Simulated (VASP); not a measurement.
Write the native input for VASP 6.6.1 that does the following.

| Property | Result |
| --- | --- |
| Task | single point |
| Functional | PBE |
| Potentials or basis | VASP PAW PBE potentials, release 64 (Ni, Al) |
| Cutoff | 520 eV |
| k mesh | 14 × 14 × 12 |
| Occupations | fermi-dirac, width 0.08 eV |
| Spin | no spin polarisation |
| Dipole correction | no |
| Further INCAR settings | ALGO = Normal; EDIFF = 1e-06; NBANDS = 14 |

The structure of AlNi (WC type) lies in POSCAR:

```
AlNi
1.0
    2.7568131713      0.0000000000      0.0000000000
   -1.3784065856      2.3874702398      0.0000000000
    0.0000000000      0.0000000000      3.8223482529
Ni Al
1 1
Direct
    0.0000000000      0.0000000000      0.0000000000
    0.3333333333      0.6666666667      0.5000000000
```

The input as run:

INCAR

```
SYSTEM = AlNi
PREC = Accurate ; ENCUT = 520
EDIFF = 1E-6 ; ISMEAR = -1
SIGMA = 0.08 ; LREAL = .FALSE.
LASPH = .TRUE. ; NELM = 100
ALGO = Normal ; ISIF = 2
LWAVE = .FALSE. ; LCHARG = .TRUE.
GGA = PE ; LELF = .TRUE.
LVHAR = .TRUE. ; NBANDS = 14
```

KPOINTS

```
Automatic mesh
0
G
  14 14 12
  0 0 0
```

Potentials or basis: VASP PAW PBE potentials, release 64 (Ni, Al).

Run with:

```console
$ cat potpaw_PBE.64/Ni/POTCAR potpaw_PBE.64/Al/POTCAR > POTCAR
$ mpirun -np 1 vasp_std > vasp.out
```

It gave:

- Pressure: 0.1 GPa

It took 33 s on 1 thread of Intel Xeon 6975P-C (shared host), peak memory 0.19 GiB.
